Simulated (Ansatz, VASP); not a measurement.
**Two plane-wave programs on TiO2**

```
CELL_PARAMETERS angstrom
4.59410 0.00000 0.00000
0.00000 4.59410 0.00000
0.00000 0.00000 2.95890
ATOMIC_POSITIONS crystal
Ti 0.00000 0.00000 0.00000
Ti 0.50000 0.50000 0.50000
O 0.30570 0.30570 0.00000
O 0.19430 0.80570 0.50000
O 0.69430 0.69430 0.00000
O 0.80570 0.19430 0.50000
```

Alike in both runs: task single point; functional r2SCAN; k mesh 5 × 5 × 7; occupations fermi-dirac, width 0.03 eV; collinear spin.

```csv
,VASP,Ansatz
version,VASP 6.6.1,Ansatz 0.2.0
potentials or method,"VASP PAW PBE potentials, release 64 (Ti_sv, O), cutoff 520 eV","PAW, plane waves, scalar-relativistic"
valence electrons in the cell,48,48
```

|  | VASP | Ansatz | Ansatz less VASP |
| --- | --- | --- | --- |
| gap on the k mesh at the Fermi level (eV) | 2.26 | 2.26 | -0.008 |
| pressure (GPa) | 1.4 | 0.1 | -1.25 |
| traceless stress, the component that is largest in VASP (GPa) | 0.06 | -0.44 | -0.496 |
| rms of the force components (eV/Å) | 0.086 | 0.069 | -0.0170 |
| net moment per atom (μB) | 0.00 | 0.00 | 0.000 |

VASP's potentials were made for PBE, not for r2SCAN. Atom by atom the forces differ by 0.017 eV/Å (rms over components). Ansatz's warnings: seeded moment not kept, stability check not made.
